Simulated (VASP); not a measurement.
# TiAl3 (P6_3/mmc) in VASP: a series of runs

TiAl3 is run at these levels: PBE; tasks: relaxation of cell and atoms, single point.

All numbers are computed with VASP 6.6.1; they aren't measurements. Logs are shortened: lines on timing, memory, paths and dates and some standing lists are left out, and cuts for length are marked.

**1. The cell of the first run**

It takes space group P6_3/mmc (No. 194, hexagonal). The conventional cell has a = 5.577 Å, b = 5.577 Å, c = 4.716 Å, α = 90.00°, β = 90.00°, γ = 120.00°. Ti (site symmetry -6m2) has 12 Al at 2.79 to 2.86 Å within 3.7 Å. Within 3.7 Å of Al (site symmetry mm2) lie 8 Al at 2.77 to 2.85 Å and 4 Ti at 2.79 to 2.86 Å.

**2. Relaxation of cell and atoms, PBE**

File INCAR:

```
SYSTEM = TiAl3
ALGO = Fast
EDIFF = 1E-6
EDIFFG = -0.01
ENCUT = 600
GGA = PE
IBRION = 2
ISIF = 3
ISMEAR = 0
LASPH = .TRUE.
LCHARG = .FALSE.
LREAL = .FALSE.
LWAVE = .FALSE.
NELM = 60
NSW = 100
PREC = Accurate
SIGMA = 0.1
```

File KPOINTS:

```
k-points
0
G
  12 12 8
  0 0 0
```

File POSCAR:

```
TiAl3
1.0
    5.5765835000      0.0000000000      0.0000000000
   -2.7882917000      4.8294629000      0.0000000000
    0.0000000000      0.0000000000      4.7158581000
Ti Al
2 6
Direct
    0.3333333000      0.6666667000      0.7500000000
    0.6666667000      0.3333333000      0.2500000000
    0.8342435000      0.6684870000      0.7500000000
    0.1657565000      0.3315130000      0.2500000000
    0.3315130000      0.1657565000      0.7500000000
    0.6684870000      0.8342435000      0.2500000000
    0.1657565000      0.8342435000      0.2500000000
    0.8342435000      0.1657565000      0.7500000000
```

Potentials or basis: VASP PAW PBE potentials, release 64 (Ti_sv, Al).

The run is started by

```sh
> cat potpaw_PBE.64/Ti_sv/POTCAR potpaw_PBE.64/Al/POTCAR > POTCAR
> mpirun -np 1 vasp_std > vasp.out
```

OUTCAR:

```text
SYSTEM = TiAl3
   EDIFF = 1E-6
   EDIFFG = -0.01
   ENCUT = 600
   GGA = PE
   IBRION = 2
   ISIF = 3
   ISMEAR = 0
   LASPH = .TRUE.
   LREAL = .FALSE.
   NELM = 60
   NSW = 100
   PREC = Accurate

 ion  position               nearest neighbor table
   1  0.333  0.667  0.750-   5 2.79   3 2.79   8 2.79   8 2.79   5 2.79   3 2.79   7 2.86   7 2.86
                             4 2.86   4 2.86   6 2.86   6 2.86
   2  0.667  0.333  0.250-   6 2.79   4 2.79   7 2.79   7 2.79   6 2.79   4 2.79   8 2.86   8 2.86
                             3 2.86   3 2.86   5 2.86   5 2.86
   3  0.834  0.668  0.750-   8 2.77   5 2.77   1 2.79   1 2.79   8 2.80   5 2.80   6 2.85   6 2.85
                             7 2.85   7 2.85   2 2.86   2 2.86
   4  0.166  0.332  0.250-   7 2.77   6 2.77   2 2.79   2 2.79   7 2.80   6 2.80   5 2.85   5 2.85
                             8 2.85   8 2.85   1 2.86   1 2.86
   5  0.332  0.166  0.750-   3 2.77   8 2.77   1 2.79   1 2.79   3 2.80   8 2.80   7 2.85   7 2.85
                             4 2.85   4 2.85   2 2.86   2 2.86
   6  0.668  0.834  0.250-   4 2.77   7 2.77   2 2.79   2 2.79   4 2.80   7 2.80   8 2.85   8 2.85
                             3 2.85   3 2.85   1 2.86   1 2.86
   7  0.166  0.834  0.250-   4 2.77   6 2.77   2 2.79   2 2.79   4 2.80   6 2.80   5 2.85   5 2.85
                             3 2.85   3 2.85   1 2.86   1 2.86
   8  0.834  0.166  0.750-   3 2.77   5 2.77   1 2.79   1 2.79   3 2.80   5 2.80   6 2.85   6 2.85
                             4 2.85   4 2.85   2 2.86   2 2.86

  LATTYP: Found a hexagonal cell.
 ALAT       =     5.5765835000
 C/A-ratio  =     0.8456536336

  Lattice vectors:

 A1 = (   5.5765835000,   0.0000000000,   0.0000000000)
 A2 = (  -2.7882917000,   4.8294629000,   0.0000000000)
 A3 = (   0.0000000000,   0.0000000000,   4.7158581000)

Analysis of symmetry for initial positions (statically):
=====================================================================
 Subroutine PRICEL returns:
 Original cell was already a primitive cell.

 Routine SETGRP: Setting up the symmetry group for a
 hexagonal supercell.

 Subroutine GETGRP returns: Found 24 space group operations
 (whereof 12 operations were pure point group operations)
 out of a pool of 24 trial point group operations.

The static configuration has the point symmetry D_3d.
 The point group associated with its full space group is D_6h.

Analysis of symmetry for dynamics (positions and initial velocities):
=====================================================================
 Subroutine PRICEL returns:
 Original cell was already a primitive cell.

 Routine SETGRP: Setting up the symmetry group for a
 hexagonal supercell.

 Subroutine GETGRP returns: Found 24 space group operations
 (whereof 12 operations were pure point group operations)
 out of a pool of 24 trial point group operations.

The dynamic configuration has the point symmetry D_3d.
 The point group associated with its full space group is D_6h.

 Subroutine INISYM returns: Found 24 space group operations
 (whereof 12 operations are pure point group operations),
 and found     1 'primitive' translations

----------------------------------------------------------------------------------------

                                     Primitive cell

  volume of cell :     127.0070

  direct lattice vectors                    reciprocal lattice vectors
     5.576583500  0.000000000  0.000000000     0.179321264  0.103531180  0.000000000
    -2.788291700  4.829462900  0.000000000     0.000000000  0.207062363  0.000000000
     0.000000000  0.000000000  4.715858100     0.000000000  0.000000000  0.212050486

  length of vectors
     5.576583500  5.576583408  4.715858100     0.207062360  0.207062363  0.212050486

  position of ions in fractional coordinates (direct lattice)
[... 112 lines left out ...]
  volume/ion in A,a.u.               =      15.88       107.14
  Fermi-wavevector in a.u.,A,eV,Ry     =   1.132093  2.139345 17.437689  1.281634
  Thomas-Fermi vector in A             =   2.268793
   LORBIT       =      0    0 simple, 1 ext, 2 COOP (PROOUT), +10 PAW based schemes
   GGA     = PE    functional components
   LHFCALC =     F    Hartree Fock is set to
   AEXX    =    0.0000 exact exchange contribution
   IVDW    =     0    specifies the selected vdW correction
   LEPSILON=     F    determine dielectric tensor
   LRPA    =     F    only Hartree local field effects (RPA)
 conjugate gradient relaxation of ions
 non-spin polarized calculation
 RMM-DIIS sequential band-by-band and
 Gauss-broadening in eV      SIGMA  =   0.10
  energy-cutoff  :      600.00
  volume of cell :      127.01
 maximum number of plane-waves:      4261
 NGX is ok and might be reduce to    48
   NGX = 23   NGY = 23   NGZ = 19

--------------------------------------- Ionic step        1  -------------------------------------------

 number of electron      41.9999994 magnetization

 Free energy of the ion-electron system (eV)
  ---------------------------------------------------
  ext. energy  EPLUGINS =         0.00000000
  ---------------------------------------------------
  free energy    TOTEN  =       -40.69971220 eV

  energy without entropy =      -40.67371027  energy(sigma->0) =      -40.68671124

------------------------ aborting loop because EDIFF is reached ----------------------------------------

  FORCE on cell =-STRESS in cart. coord.  units (eV):
  Direction    XX          YY          ZZ          XY          YZ          ZX
  --------------------------------------------------------------------------------------
  -------------------------------------------------------------------------------------
  Total       -0.0472980     -0.0472980      0.1267807     -0.0000000     -0.0000000      0.0000000
  in kB       -0.5966583     -0.5966583      1.5993222     -0.0000000     -0.0000000      0.0000000
  external PRESSURE =       0.1353352 kB  Pullay stress =       0.0000000 kB

 VOLUME and BASIS-vectors are now :
 -----------------------------------------------------------------------------
  energy-cutoff  :      600.00
  volume of cell :      127.01
      direct lattice vectors                 reciprocal lattice vectors
     5.576583500  0.000000000  0.000000000     0.179321264  0.103531180  0.000000000
    -2.788291700  4.829462900  0.000000000     0.000000000  0.207062363  0.000000000
     0.000000000  0.000000000  4.715858100     0.000000000  0.000000000  0.212050486

 POSITION                                       TOTAL-FORCE (eV/Angst)
 -----------------------------------------------------------------------------------
     -0.00000      3.21964      3.53689         0.000000     -0.000000      0.000000
      2.78829      1.60982      1.17896         0.000000     -0.000000      0.000000
      2.78829      3.22843      3.53689        -0.000000     -0.012792      0.000000
      0.00000      1.60103      1.17896         0.000000      0.012792      0.000000
      1.38653      0.80051      3.53689         0.011078      0.006396      0.000000
      1.40176      4.02895      1.17896        -0.011078     -0.006396      0.000000
     -1.40176      4.02895      1.17896         0.011078     -0.006396      0.000000
      4.19005      0.80051      3.53689        -0.011078      0.006396      0.000000
 -----------------------------------------------------------------------------------
    total drift:                               -0.000130      0.000075      0.000003

  FREE ENERGIE OF THE ION-ELECTRON SYSTEM (eV)
  ---------------------------------------------------
  free  energy   TOTEN  =       -40.6997122034 eV

  energy  without entropy=      -40.6737102745  energy(sigma->0) =      -40.68671124

--------------------------------------- Ionic step        2  -------------------------------------------

 number of electron      41.9999994 magnetization

 Free energy of the ion-electron system (eV)
  ---------------------------------------------------
  ext. energy  EPLUGINS =         0.00000000
  ---------------------------------------------------
  free energy    TOTEN  =       -40.69985889 eV

  energy without entropy =      -40.67371392  energy(sigma->0) =      -40.68678640

 E-fermi :   8.7373     XC(G=0): -10.7277

 val. band max:        8.7318891883   @ k =   0.3333   0.3333   0.5000
 cond. band min:       8.7503559690   @ k =   0.0833  -0.0000   0.3750
 fundamental gap:      0.0184667806
 Fermi energy:         8.7372920115

 k-point     1 :       0.0000    0.0000    0.0000
  band No.  band energies     occupation
      1     -48.1780      2.00000
      2     -48.1760      2.00000
      3     -24.5117      2.00000
      4     -24.5117      2.00000
      5     -24.4988      2.00000
      6     -24.4988      2.00000
[... 685 lines left out ...]
     25       9.8340      0.00000
     26      10.0683      0.00000

 [... further k-points ...]

------------------------ aborting loop because EDIFF is reached ----------------------------------------

  FORCE on cell =-STRESS in cart. coord.  units (eV):
  Direction    XX          YY          ZZ          XY          YZ          ZX
  --------------------------------------------------------------------------------------
  -------------------------------------------------------------------------------------
  Total       -0.0284292     -0.0284292      0.0682662     -0.0000000      0.0000000      0.0000000
  in kB       -0.3585611     -0.3585611      0.8610030     -0.0000000      0.0000000      0.0000000
  external PRESSURE =       0.0479603 kB  Pullay stress =       0.0000000 kB

 VOLUME and BASIS-vectors are now :
 -----------------------------------------------------------------------------
  energy-cutoff  :      600.00
  volume of cell :      127.03
      direct lattice vectors                 reciprocal lattice vectors
     5.574992932 -0.000000000  0.000000000     0.179372425  0.103560718  0.000000000
    -2.787496416  4.828085428  0.000000000     0.000000000  0.207121439  0.000000000
    -0.000000000 -0.000000000  4.719463513    -0.000000000 -0.000000000  0.211888491

 POSITION                                       TOTAL-FORCE (eV/Angst)
 -----------------------------------------------------------------------------------
     -0.00000      3.21872      3.53960        -0.000000     -0.000000      0.000000
      2.78750      1.60936      1.17987         0.000000     -0.000000     -0.000000
      2.78750      3.22690      3.53960        -0.000000     -0.009289     -0.000000
      0.00000      1.60119      1.17987         0.000000      0.009289      0.000000
      1.38667      0.80060      3.53960         0.008045      0.004645      0.000000
      1.40083      4.02749      1.17987        -0.008045     -0.004645     -0.000000
     -1.40083      4.02749      1.17987         0.008045     -0.004645     -0.000000
      4.18832      0.80060      3.53960        -0.008045      0.004645      0.000000
 -----------------------------------------------------------------------------------
    total drift:                               -0.000130      0.000075      0.000003

  FREE ENERGIE OF THE ION-ELECTRON SYSTEM (eV)
  ---------------------------------------------------
  free  energy   TOTEN  =       -40.6998588889 eV

  energy  without entropy=      -40.6737139176  energy(sigma->0) =      -40.68678640

 reached required accuracy - stopping structural energy minimisation
```

It took 60 min on 1 thread of Intel Xeon 8259CL, shared host; peak memory 0.54 GiB.

Results:

| Property | Result |
| --- | --- |
| Free energy | -40.6999 eV |
| Relaxed volume | 15.88 Å³/atom |
| Relaxed cell | a = 5.575 Å, b = 5.575 Å, c = 4.719 Å, α = 90.00°, β = 90.00°, γ = 120.00° |
| Space group after relaxing (to 0.1 Å) | P6_3/mmc (No. 194) |
| Energy gained by relaxing | 0.0 meV/atom |
| Ionic steps | 2 |
| Pressure after relaxing | 0.0 GPa |
| Largest force after relaxing | 0.009 eV/Å |
| Band gap on the k mesh | zero (bands 21 and 22 overlap by 1.13 eV) |

Forces in eV/Å, atoms in the order of the input:
```
Ti   0.000  0.000  0.000
Ti   0.000  0.000  0.000
Al   0.000 -0.009  0.000
Al   0.000  0.009  0.000
Al   0.008  0.005  0.000
Al  -0.008 -0.005  0.000
Al   0.008 -0.005  0.000
Al  -0.008  0.005  0.000
```

The path:
| step | energy change (eV) | largest force (eV/Å) | pressure (GPa) | volume (Å³) |
| --- | --- | --- | --- | --- |
| 1 | 0.0000 | 0.0128 | 0.01 | 127.01 |
| 2 | -0.0001 | 0.0093 | 0.00 | 127.03 |

Final structure:
```
Ti Al
1.0
     5.57499    0.00000    0.00000
    -2.78750    4.82809    0.00000
     0.00000    0.00000    4.71946
Ti Al
2 6
Cartesian
  0.0000 3.2187 3.5396
  2.7875 1.6094 1.1799
  2.7875 3.2269 3.5396
  0.0000 1.6012 1.1799
  1.3867 0.8006 3.5396
  1.4008 4.0275 1.1799
  -1.4008 4.0275 1.1799
  4.1883 0.8006 3.5396
```

(Part 1 of 2 ends here.)
